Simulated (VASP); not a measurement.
BeZn3Te: relaxation of cell and atoms with PBE

Crystal: BeZn3Te.

```
CELL_PARAMETERS angstrom
3.97000 0.00000 0.00000
0.00000 3.97000 0.00000
0.00000 0.00000 10.34000
ATOMIC_POSITIONS crystal
Be 0.50000 0.50000 0.00000
Be 0.00000 0.00000 0.00000
Zn 0.00000 0.00000 0.68200
Zn 0.00000 0.00000 0.31800
Zn 0.50000 0.50000 0.68200
Zn 0.50000 0.50000 0.31800
Zn 0.50000 0.00000 0.50000
Zn 0.00000 0.50000 0.50000
Te 0.50000 0.00000 0.86100
Te 0.00000 0.50000 0.13900
```

```json
{
  "Program": "VASP 6.6.1",
  "Task": "relaxation of cell and atoms",
  "Functional": "PBE",
  "Potentials or basis": "VASP PAW PBE potentials, release 64 (Be, Zn, Te)",
  "Cutoff": "600 eV",
  "k mesh": "4 × 4 × 2",
  "Occupations": "gaussian, width 0.2 eV",
  "Spin": "no spin polarisation",
  "Dipole correction": "no",
  "Further INCAR settings": "ALGO = Fast; EDIFF = 1e-06; IBRION = 2; EDIFFG = -0.08; NSW = 36; ISIF = 3"
}
```

```yaml
Relaxed_volume: 21.37 Å³/atom
Relaxed_cell: a = 3.822 Å, b = 3.822 Å, c = 14.630 Å, α = 90.00°, β = 90.00°, γ = 90.00°
Space_group_after_relaxing_to_0.1_Å: P4/nmm (No. 129)
Energy_gained_by_relaxing: 272.7 meV/atom
Ionic_steps: 16
Pressure_after_relaxing: 0.0 GPa
Largest_force_after_relaxing: 0.050 eV/Å
Band_gap_on_the_k_mesh: zero (bands 44 and 45 overlap by 1.95 eV)
```

Forces in eV/Å, atoms in the order of the input:
```
Be   0.000  0.000  0.000
Be   0.000  0.000  0.000
Zn   0.000  0.000  0.050
Zn   0.000  0.000 -0.050
Zn   0.000  0.000  0.050
Zn   0.000  0.000 -0.050
Zn   0.000  0.000  0.035
Zn   0.000  0.000 -0.035
Te   0.000  0.000 -0.022
Te   0.000  0.000  0.022
```

Stress tensor (GPa, compression positive):
```
-0.11  0.00  0.00
 0.00 -0.11  0.00
 0.00  0.00  0.24
```

Step by step:
| step | energy change (eV) | largest force (eV/Å) | pressure (GPa) | volume (Å³) |
| --- | --- | --- | --- | --- |
| 1 | 0.0000 | 1.3722 | 11.29 | 162.97 |
| 2 | -1.4323 | 0.7899 | -0.60 | 191.49 |
| 3 | -1.4841 | 0.6930 | -2.38 | 199.75 |
| 4 | -1.8638 | 0.5359 | -1.36 | 196.26 |
| 5 | -2.2532 | 0.4576 | 1.62 | 190.01 |
| 6 | -1.5507 | 2.5416 | 11.63 | 176.17 |
| 7 | -2.2808 | 0.8695 | 3.47 | 187.22 |
| 8 | -2.4790 | 0.4725 | 2.53 | 192.38 |
| 9 | -2.6179 | 0.2765 | 0.87 | 200.48 |
| 10 | -2.6214 | 0.4509 | 0.57 | 202.26 |
| 11 | -2.6522 | 0.3877 | 0.24 | 205.07 |
| 12 | -2.7026 | 0.1710 | -0.46 | 213.63 |
| 13 | -2.7047 | 0.1156 | -0.60 | 215.82 |
| 14 | -2.7183 | 0.1692 | 0.09 | 213.74 |
| 15 | -2.7183 | 0.1730 | 0.11 | 213.71 |
| 16 | -2.7268 | 0.0504 | 0.01 | 213.67 |

Final structure:
```cif
data_structure
_symmetry_space_group_name_H-M 'P 1'
_symmetry_Int_Tables_number 1
_cell_length_a 3.8217
_cell_length_b 3.8217
_cell_length_c 14.6296
_cell_angle_alpha 90.000
_cell_angle_beta 90.000
_cell_angle_gamma 90.000
_cell_volume 213.67
loop_
_atom_site_label
_atom_site_type_symbol
_atom_site_fract_x
_atom_site_fract_y
_atom_site_fract_z
_atom_site_occupancy
Be1 Be 0.50000 0.50000 0.00000 1
Be2 Be 0.00000 0.00000 0.00000 1
Zn1 Zn 0.00000 0.00000 0.65187 1
Zn2 Zn 0.00000 0.00000 0.34813 1
Zn3 Zn 0.50000 0.50000 0.65187 1
Zn4 Zn 0.50000 0.50000 0.34813 1
Zn5 Zn 0.50000 0.00000 0.49936 1
Zn6 Zn 0.00000 0.50000 0.50064 1
Te1 Te 0.50000 0.00000 0.89337 1
Te2 Te 0.00000 0.50000 0.10663 1
```

Levels at points of the mesh, in eV from the Fermi level:
```tsv
k point	band 41	band 42	band 43	band 44	band 45	band 46	band 47	band 48
(0.00, 0.00, 0.00)	-0.77	-0.05	0.81	0.81	1.52	1.58	2.40	2.91
(0.50, 0.00, 0.00)	-1.61	-1.61	-1.12	-1.12	1.57	1.57	2.87	2.87
(0.50, 0.50, 0.00)	-3.07	-3.07	-1.64	-1.64	-1.10	-1.10	0.62	0.62
(0.00, 0.00, 0.50)	-0.77	-0.68	0.82	0.82	1.52	1.57	2.40	2.85
(0.50, 0.00, 0.50)	-1.61	-1.61	-1.36	-1.36	2.16	2.16	2.87	2.87
(0.50, 0.50, 0.50)	-3.06	-3.06	-1.66	-1.66	-1.14	-1.14	0.80	0.80
```

Run time: 17 min on 1 thread of Intel(R) Xeon(R) Platinum 8559C (Emerald Rapids) (shared host), peak memory 0.36 GiB.

Caveat: the k points lie up to 0.41 Å⁻¹ apart in the final cell, too coarse for converged energies and pressures of a metal; the volume moved by over 15 % at a fixed basis, so the end points are rough; spin-orbit coupling is left out, which moves the levels of the heavy elements; the relaxation stopped at a loose force limit of 0.08 eV/Å, so its end isn't a converged minimum.
